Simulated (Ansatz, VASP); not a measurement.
**One calculation of Pb, two programs**

```
Pb
1.0
     0.00000    2.53154    2.34631
     2.53154    0.00000    2.34631
     2.53154    2.53154    0.00000
Pb
1
Direct
  0.00000 0.00000 0.00000
```

Change from the starting cell: strain +0.025 along x and y, -0.050 along z, atoms carried along.

Alike in both runs: task single point; functional PBEsol; k mesh 16 × 16 × 16; occupations gaussian, width 0.15 eV; no spin polarisation.

|  | VASP | Ansatz |
| --- | --- | --- |
| version | VASP 6.6.1 | Ansatz 0.2.0 |
| potentials or method | VASP PAW PBE potentials, release 64 (Pb_d), cutoff 520 eV | scalar-relativistic, plane waves, PAW |
| valence electrons in the cell | 14 | 14 |

Ansatz gave:

| Property | Result |
| --- | --- |
| gap on the k mesh at the Fermi level (eV) | none |
| pressure (GPa) | -0.1 |
| traceless stress, the component that is largest in VASP (GPa) | 0.77 |

Problem. Which values does VASP return?

Solution. gap on the k mesh at the Fermi level (eV): none; pressure (GPa): -0.2; traceless stress, the component that is largest in VASP (GPa): 0.77.

VASP's potentials were made for PBE, not for PBEsol. A gap of «none» marks a metal or a gap that the smearing closes. With one functional, cell and mesh, what is left measures potentials, basis and numerics.

Spin-orbit coupling is off throughout.
